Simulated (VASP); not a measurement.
# Nb (Im-3m) in VASP: further runs, part 3 of 3

VASP 6.6.1. Earlier steps stand in the parts before.

## 5. Single point, PBEsol, collinear spin, ferromagnetic start

This run uses another cell than the first one, of 17.46 Å³/atom, 1.136 times its volume.

Input file INCAR:

```
SYSTEM = Nb
PREC = Accurate ; ENCUT = 520
EDIFF = 1E-6 ; ISMEAR = -1
SIGMA = 0.05 ; LREAL = .FALSE.
LASPH = .TRUE. ; NELM = 150
ALGO = Normal ; ISIF = 2
LWAVE = .FALSE. ; LCHARG = .FALSE.
ISPIN = 2 ; MAGMOM = 1
LORBIT = 11 ; LMAXMIX = 4
GGA = PS ; NBANDS = 16
```

Input file KPOINTS:

```
regular mesh
0
G
  22 22 22
  0 0 0
```

Input file POSCAR:

```
Nb
1.0
   -1.6344185686      1.6344185686      1.6344185686
    1.6344185686     -1.6344185686      1.6344185686
    1.6344185686      1.6344185686     -1.6344185686
Nb
1
Direct
    0.0000000000      0.0000000000      0.0000000000
```

Potentials or basis: VASP PAW PBE potentials, release 64 (Nb_sv).

Command:

```sh
$ cat potpaw_PBE.64/Nb_sv/POTCAR > POTCAR
$ mpirun -np 1 vasp_std > vasp.out
```

OUTCAR:

```text
SYSTEM = Nb
   PREC = Accurate
   ENCUT = 520
   EDIFF = 1E-6
   ISMEAR = -1
   LREAL = .FALSE.
   LASPH = .TRUE.
   NELM = 150
   ISIF = 2
   ISPIN = 2
   LORBIT = 11
   GGA = PS

 ion  position               nearest neighbor table
   1  0.000  0.000  0.000-

  LATTYP: Found a body centered cubic cell.
 ALAT       =     3.2688371372

  Lattice vectors:

 A1 = (  -1.6344185686,   1.6344185686,   1.6344185686)
 A2 = (   1.6344185686,  -1.6344185686,   1.6344185686)
 A3 = (   1.6344185686,   1.6344185686,  -1.6344185686)

Analysis of symmetry for initial positions (statically):
=====================================================================
 Subroutine PRICEL returns:
 Original cell was already a primitive cell.

 Routine SETGRP: Setting up the symmetry group for a
 body centered cubic supercell.

 Subroutine GETGRP returns: Found 48 space group operations
 (whereof 48 operations were pure point group operations)
 out of a pool of 48 trial point group operations.

The static configuration has the point symmetry O_h .

Analysis of symmetry for dynamics (positions and initial velocities):
=====================================================================
 Subroutine PRICEL returns:
 Original cell was already a primitive cell.

 Routine SETGRP: Setting up the symmetry group for a
 body centered cubic supercell.

 Subroutine GETGRP returns: Found 48 space group operations
 (whereof 48 operations were pure point group operations)
 out of a pool of 48 trial point group operations.

The dynamic configuration has the point symmetry O_h .

Analysis of structural, dynamic, and magnetic symmetry:
=====================================================================
 Subroutine PRICEL returns:
 Original cell was already a primitive cell.

 Routine SETGRP: Setting up the symmetry group for a
 body centered cubic supercell.

 Subroutine GETGRP returns: Found 48 space group operations
 (whereof 48 operations were pure point group operations)
 out of a pool of 48 trial point group operations.

The overall configuration has the point symmetry O_h .

[... 135 lines left out ...]

 number of electron      13.0000001 magnetization       0.0000191

 Free energy of the ion-electron system (eV)
  ---------------------------------------------------
  ext. energy  EPLUGINS =         0.00000000
  ---------------------------------------------------
  free energy    TOTEN  =       -10.95869617 eV

  energy without entropy =      -10.94645039  energy(sigma->0) =      -10.95257328

 E-fermi :  11.4653     XC(G=0): -12.7904

 val. band max:       11.4609800533   @ k =   0.2727   0.0455   0.0000
 cond. band min:      11.4729042880   @ k =  -0.2273   0.2273   0.1364
 fundamental gap:      0.0119242347
 Fermi energy:        11.4653354765

 spin component 1

 k-point     1 :       0.0000    0.0000    0.0000
  band No.  band energies     occupation
      1     -42.7533      1.00000
      2     -17.9984      1.00000
      3     -17.9984      1.00000
      4     -17.9984      1.00000
      5       5.4515      1.00000
      6      11.8351      0.00061
[... 435 lines left out ...]
      5       6.9283      1.00000
      6      11.0904      0.99945
[... 8 lines left out ...]
     15      35.2580      0.00000
     16      36.2893      0.00000

 [... further k-points ...]

 spin component 2

 k-point     1 :       0.0000    0.0000    0.0000
  band No.  band energies     occupation
      1     -42.7533      1.00000
      2     -17.9984      1.00000
      3     -17.9984      1.00000
      4     -17.9984      1.00000
      5       5.4516      1.00000
      6      11.8351      0.00061
[... 435 lines left out ...]
      5       6.9283      1.00000
      6      11.0904      0.99945
[... 8 lines left out ...]
     15      35.2580      0.00000
     16      36.2893      0.00000

 [... further k-points ...]

------------------------ aborting loop because EDIFF is reached ----------------------------------------

  FORCE on cell =-STRESS in cart. coord.  units (eV):
  Direction    XX          YY          ZZ          XY          YZ          ZX
  --------------------------------------------------------------------------------------
  -------------------------------------------------------------------------------------
  Total        0.0296080      0.0296080      0.0296080     -0.0000000      0.0000000      0.0000000
  in kB        2.7162541      2.7162541      2.7162541     -0.0000000      0.0000000      0.0000000
  external PRESSURE =       2.7162541 kB  Pullay stress =       0.0000000 kB

 VOLUME and BASIS-vectors are now :
 -----------------------------------------------------------------------------
  energy-cutoff  :      520.00
  volume of cell :       17.46
      direct lattice vectors                 reciprocal lattice vectors
    -1.634418569  1.634418569  1.634418569     0.000000000  0.305919187  0.305919187
     1.634418569 -1.634418569  1.634418569     0.305919187  0.000000000  0.305919187
     1.634418569  1.634418569 -1.634418569     0.305919187  0.305919187  0.000000000

 POSITION                                       TOTAL-FORCE (eV/Angst)
 -----------------------------------------------------------------------------------
      0.00000      0.00000      0.00000         0.000000     -0.000000      0.000000
 -----------------------------------------------------------------------------------
    total drift:                                0.000000      0.000000      0.000000

  FREE ENERGIE OF THE ION-ELECTRON SYSTEM (eV)
  ---------------------------------------------------
  free  energy   TOTEN  =       -10.9586961705 eV

  energy  without entropy=      -10.9464503940  energy(sigma->0) =      -10.95257328

 total charge

# of ion       s       p       d       tot
------------------------------------------
    1        2.228   5.999   2.540  10.768

 magnetization (x)

# of ion       s       p       d       tot
------------------------------------------
    1        0.000   0.000   0.000   0.000
```

OSZICAR:

```text
N       E                     dE             d eps       ncg     rms          rms(c)
DAV:   1     0.117161162654E+03    0.11716E+03   -0.71101E+03 21096   0.850E+02
DAV:   2    -0.745590141648E+01   -0.12462E+03   -0.11794E+03 23440   0.305E+02
DAV:   3    -0.111572843855E+02   -0.37014E+01   -0.36224E+01 30960   0.498E+01
DAV:   4    -0.113020535397E+02   -0.14477E+00   -0.14456E+00 25696   0.838E+00
DAV:   5    -0.113064509446E+02   -0.43974E-02   -0.43968E-02 31936   0.128E+00    0.844E+00
DAV:   6    -0.109978227124E+02    0.30863E+00   -0.39439E-01 33184   0.739E+00    0.287E+00
DAV:   7    -0.109494172482E+02    0.48405E-01   -0.13326E-01 35000   0.389E+00    0.146E+00
DAV:   8    -0.109564383178E+02   -0.70211E-02   -0.10950E-02 28848   0.101E+00    0.867E-01
DAV:   9    -0.109581518534E+02   -0.17135E-02   -0.32639E-03 28208   0.545E-01    0.470E-01
DAV:  10    -0.109586841472E+02   -0.53229E-03   -0.87720E-04 32232   0.278E-01    0.372E-02
DAV:  11    -0.109587001453E+02   -0.15998E-04   -0.38912E-05 26512   0.558E-02    0.127E-02
DAV:  12    -0.109586976131E+02    0.25322E-05   -0.35884E-06 27520   0.208E-02    0.757E-03
DAV:  13    -0.109586963539E+02    0.12592E-05   -0.67786E-07 18912   0.110E-02    0.330E-03
DAV:  14    -0.109586961705E+02    0.18339E-06   -0.13374E-07 15544   0.383E-03
   1 F= -.10958696E+02 E0= -.10952573E+02  d E =-.122458E-01  mag=     0.0001
```

It took 60 s on 1 thread of Intel Xeon 6975P-C (Granite Rapids), shared host; peak memory 0.25 GiB.

What came out:

| Item | Value |
| --- | --- |
| Free energy | -10.9587 eV |
| Pressure | 0.3 GPa |
| Net moment | 0.00 μB per cell |
| Valence electrons inside the program's atomic spheres | Nb 10.77 |

Levels at points of the mesh, in eV from the Fermi level:
Spin up:
```
           k point  band 3  band 4  band 5  band 6  band 7  band 8  band 9  band 10
(0.00, 0.00, 0.00)  -29.46  -29.46   -6.01    0.37    0.37    0.37    3.38     3.38
(0.50, 0.00, 0.00)  -29.94  -29.48   -3.86   -1.74    2.45    3.44    4.15     6.69
(0.50, 0.50, 0.50)  -30.49  -30.49   -3.90   -3.90    5.87    5.87    5.87     9.33
```
Spin down:
```tsv
k point	band 2	band 3	band 4	band 5	band 6	band 7	band 8	band 9	band 10	band 11
(0.00, 0.00, 0.00)	-29.46	-29.46	-29.46	-6.01	0.37	0.37	0.37	3.38	3.38	14.31
(0.50, 0.00, 0.00)	-30.97	-29.94	-29.48	-3.86	-1.74	2.45	3.44	4.15	6.69	11.72
(0.50, 0.50, 0.50)	-30.49	-30.49	-30.49	-3.90	-3.90	5.87	5.87	5.87	9.33	9.33
```

Caveat: the PAW data sets were made with another functional, which shifts forces and pressure a little.

## 6. Overview

| cell | gap on the mesh (eV) | pressure (GPa) | moment (μB) |
| --- | --- | --- | --- |
| a = 2.713 Å, angles 109.5°, 1 atom | none | 29.5 | 0.00 |
| a = 2.753 Å, angles 109.5°, 1 atom | none | 17.9 | 0.00 |
| a = 2.793 Å, angles 109.5°, 1 atom | none | 8.3 | 0.00 |
| a = 2.831 Å, angles 109.5°, 1 atom | none | 0.3 | 0.00 |

Alike in all rows: task single point; level PBEsol; potentials or basis VASP PAW PBE potentials, release 64 (Nb_sv); spin collinear, ferromagnetic start; k mesh 22 × 22 × 22; cutoff (eV) 520; smearing fermi-dirac 0.05 eV.

Caveats: the PAW data sets were made with another functional, which shifts forces and pressure a little.

Absolute energies hang on the potentials; compare differences alone.
